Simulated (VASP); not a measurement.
Set up this calculation in VASP 6.6.1, as the native input.

* Task: single point
* Functional: PBEsol
* Potentials or basis: VASP PAW PBE potentials, release 64 (Cd, S)
* Cutoff: 520 eV
* k mesh: 6 × 6 × 6
* Occupations: gaussian, width 0.01 eV
* Spin: non-collinear spin, zero start, spin-orbit coupling
* Starting moments: [[0.0, 0.0, 0.0], [0.0, 0.0, 0.0]] μB
* Dipole correction: no
* Further INCAR settings: ALGO = Normal; EDIFF = 1e-06; NBANDS = 30

The structure of CdS (Hawleyite) lies in POSCAR:

```
CdS
1.0
    0.0000000000      2.9122833951      2.8977219781
    2.9122833951      0.0000000000      2.8977219781
    2.9122833951      2.9122833951      0.0000000000
Cd S
1 1
Direct
    0.0000000000      0.0000000000      0.0000000000
    0.7500000000      0.7500000000      0.7500000000
```

This cell differs from its parent crystal: z stretched by -0.5 %, x and y held.

One way to write it, as run:

INCAR

```
SYSTEM = CdS
  PREC = Accurate
  ENCUT = 520
  EDIFF = 1E-6
  ISMEAR = 0
  SIGMA = 0.01
  LREAL = .False.
  LASPH = .True.
  NELM = 150
  ALGO = Normal
  ISIF = 2
  LWAVE = .False.
  LCHARG = .False.
  MAGMOM = 0 0 0 0 0 0
  LORBIT = 11
  LSORBIT = .True.
  GGA_COMPAT = .False.
  LORBMOM = .True.
  GGA = PS
  NBANDS = 30
```

KPOINTS

```
regular mesh
0
Gamma
  6 6 6
  0 0 0
```

Potentials or basis: VASP PAW PBE potentials, release 64 (Cd, S).

Launch:

```sh
$ cat potpaw_PBE.64/Cd/POTCAR potpaw_PBE.64/S/POTCAR > POTCAR
$ mpirun -np 1 vasp_ncl > vasp.out
```

Results of the run:

```json
{"Pressure": "0.7 GPa", "Net moment": "0.00 μB per cell", "Valence electrons inside the program's atomic spheres": "Cd 10.33; S 3.70"}
```

Caveat: the cell differs from its parent crystal (z stretched by -0.5 %, x and y held); the PAW data sets were made with another functional, which shifts forces and pressure a little.

Wall time 56 s on 1 thread of Intel(R) Xeon(R) 6975P-C (Granite Rapids), with other jobs on the host, peak memory 0.35 GiB.
